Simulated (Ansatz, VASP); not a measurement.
# BiTe in VASP and in Ansatz

```xyz
2
Lattice="0.0000 3.2653 3.2653 3.2653 0.0000 3.2653 3.2653 3.2653 0.0000" Properties=species:S:1:pos:R:3 pbc="T T T"
Bi    0.0000    0.0000    0.0000
Te    3.2653    3.2653    3.2653
```

Alike in both runs: task single point; functional r2SCAN; k mesh 12 × 12 × 12; occupations gaussian, width 0.1 eV; no spin polarisation.

|  | VASP | Ansatz |
| --- | --- | --- |
| version | VASP 6.6.1 | Ansatz 0.2.0 |
| potentials or method | VASP PAW PBE potentials, release 64 (Bi_d, Te), cutoff 520 eV | scalar-relativistic, plane waves, PAW |
| valence electrons in the cell | 21 | 31 |

```tsv
	VASP	Ansatz	Ansatz less VASP
gap on the k mesh at the Fermi level (eV)	none	none	-
pressure (GPa)	-1.4	-1.4	+0.03
```

VASP's potentials were made for PBE, not for r2SCAN. A gap of «none» marks a metal or a gap that the smearing closes. VASP's potentials hold 21 valence electrons a cell and Ansatz's 31, so a difference there can come from the potentials and not from the codes.

Neither program's run includes spin-orbit coupling.
